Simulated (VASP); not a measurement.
A run of VASP 6.6.1 is set up as follows.

Contents of INCAR:

```
PREC     = Accurate       # precision mode
ENCUT    = 520            # plane-wave cutoff, eV
EDIFF    = 1E-8           # SCF threshold, eV
ISMEAR   = 0              # smearing method
SIGMA    = 0.01           # smearing width, eV
LREAL    = F              # projectors in reciprocal space
LASPH    = T              # aspherical terms in the spheres
NELM     = 100            # most SCF steps
ALGO     = Normal         # electronic algorithm
ISIF     = 2              # what is computed and relaxed
LWAVE    = F              # write WAVECAR
LCHARG   = F              # write CHGCAR
GGA      = PE             # functional
LEPSILON = T              # dielectric tensor by DFPT
```

Contents of KPOINTS:

```
regular mesh
0
Gamma
  6 6 6
```

POSCAR

```
PbS
1.0
    0.0000000000      2.9872321667      2.9872321667
    2.9872321667      0.0000000000      2.9872321667
    2.9872321667      2.9872321667      0.0000000000
Pb S
1 1
Direct
    0.0000000000      0.0000000000      0.0000000000
    0.5000000000      0.5000000000      0.5000000000
```

Potentials or basis: VASP PAW PBE potentials, release 64 (Pb_d, S).

The run is started by

```bash
$ cat potpaw_PBE.64/Pb_d/POTCAR potpaw_PBE.64/S/POTCAR > POTCAR
$ mpirun -np 1 vasp_std > vasp.out
```

Question: Estimate the electronic dielectric tensor (diagonal).

Answer: 23.74.

Question: Predict the Born charges (mean of the diagonal).

Answer: Pb +3.56; S -3.56 e.

Question: Estimate the band gap on the k mesh.

Answer: 0.44 eV.

Electronic dielectric tensor:
```
23.74  0.00  0.00
 0.00 23.74  0.00
 0.00  0.00 23.74
```

Caveat: the gap is small at this level, which inflates the dielectric constant; spin-orbit coupling is left out, which moves the levels of the heavy elements. A k mesh can miss the band edges.
